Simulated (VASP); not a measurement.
## MgO: single point with PBEsol

Crystal: MgO.

```xyz
2
Lattice="0.0000 2.1603 2.1603 2.1603 0.0000 2.1603 2.1603 2.1603 0.0000" Properties=species:S:1:pos:R:3 pbc="T T T"
Mg    0.0000    0.0000    0.1090
O     2.1603    2.1603    1.9946
```

```yaml
Program: VASP 6.6.1
Task: single point
Functional: PBEsol
Potentials_or_basis: VASP PAW PBE potentials, release 64 (Mg, O)
Cutoff: 520 eV
k_mesh: 10 × 10 × 10
Occupations: gaussian, width 0.05 eV
Spin: no spin polarisation
Dipole_correction: no
Further_INCAR_settings: ALGO = Normal; EDIFF = 1e-07; NBANDS = 11
```

```
Pressure               : -4.4 GPa
Largest force          : 1.677 eV/Å
Band gap on the k mesh : 3.93 eV, direct
```

Forces on the atoms (eV/Å):
```
Mg   0.000  0.000 -1.677
O    0.000  0.000  1.677
```

Stress tensor (GPa, compression positive):
```
-11.51   0.00   0.00
  0.00 -11.51   0.00
  0.00   0.00   9.93
```

Levels at points of the mesh, in eV from the valence-band top:
```
           k point  band 2  band 3  band 4  band 5  band 6  band 7
(0.00, 0.00, 0.00)   -0.09    0.00    0.00    3.93   15.38   15.52
(0.50, 0.00, 0.00)   -4.30   -0.57   -0.53    7.34   11.44   15.41
(0.50, 0.50, 0.00)   -3.72   -1.22   -1.22    8.74    8.90   12.28
(0.00, 0.50, 0.50)   -3.78   -1.28   -1.24    8.84    9.06   12.27
```

Run time: 21 s on 1 thread of Intel Xeon 8259CL, with other jobs on the host, peak memory 0.16 GiB.

Caveat: the PAW data sets were made with another functional, which shifts forces and pressure a little. A hybrid or GW would open this gap; PBEsol tends to underestimate it.
